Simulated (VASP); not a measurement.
Write the native input for VASP 6.6.1 that does the following.

* Task: single point
* Functional: HF
* Potentials or basis: VASP PAW PBE potentials, release 64 (Cd, S)
* Cutoff: 520 eV
* k mesh: 4 × 4 × 4
* Occupations: fermi-dirac, width 0.05 eV
* Spin: no spin polarisation
* Dipole correction: no
* Grid for exact exchange (PRECFOCK): Normal
* Further INCAR settings: ALGO = Normal; EDIFF = 1e-06; NBANDS = 16
* Share of exact exchange: 1

Crystal: CdS.

```
Cd S
1.0
     0.00000    3.01961    3.01961
     3.01961    0.00000    3.01961
     3.01961    3.01961    0.00000
Cd S
1 1
Direct
  0.00000 0.00000 0.00000
  0.75000 0.75000 0.75000
```

The input as run:

POSCAR

```
CdS
1.0
    0.0000000000      3.0196122280      3.0196122280
    3.0196122280      0.0000000000      3.0196122280
    3.0196122280      3.0196122280      0.0000000000
Cd S
1 1
Direct
    0.0000000000      0.0000000000      0.0000000000
    0.7500000000      0.7500000000      0.7500000000
```

INCAR.step1

```
PREC = Accurate
ENCUT = 520
EDIFF = 1E-5
ISMEAR = -1
SIGMA = 0.05
LREAL = F
LASPH = T
NELM = 80
ALGO = Normal
ISIF = 2
LWAVE = T
LCHARG = F
NBANDS = 16
GGA = PE
```

INCAR.step2

```
PREC = Accurate
ENCUT = 520
EDIFF = 1E-6
ISMEAR = -1
SIGMA = 0.05
LREAL = F
LASPH = T
NELM = 80
ALGO = Normal
ISIF = 2
LWAVE = F
LCHARG = F
GGA = PE
LHFCALC = T
AEXX = 1.0
ALDAC = 0.0
AGGAC = 0.0
PRECFOCK = Normal
NBANDS = 16
ISTART = 1
```

KPOINTS

```
Automatic mesh
0
Gamma
  4 4 4
```

Potentials or basis: VASP PAW PBE potentials, release 64 (Cd, S).

Launch:

```console
$ cat potpaw_PBE.64/Cd/POTCAR potpaw_PBE.64/S/POTCAR > POTCAR
$ cp INCAR.step1 INCAR
$ mpirun -np 1 vasp_std > vasp.out
$ cp INCAR.step2 INCAR
$ mpirun -np 1 vasp_std > vasp.out
```

It gave:

```yaml
Pressure: -0.3 GPa
Band_gap_on_the_k_mesh: 8.25 eV
```

Caveat: the k points lie up to 0.45 Å⁻¹ apart; the PAW data sets were made with another functional, which shifts forces and pressure a little.

Wall time 10 min on 1 thread of Intel(R) Xeon(R) Platinum 8375C CPU @ 2.90GHz (Ice Lake), on a shared host, peak memory 0.18 GiB.
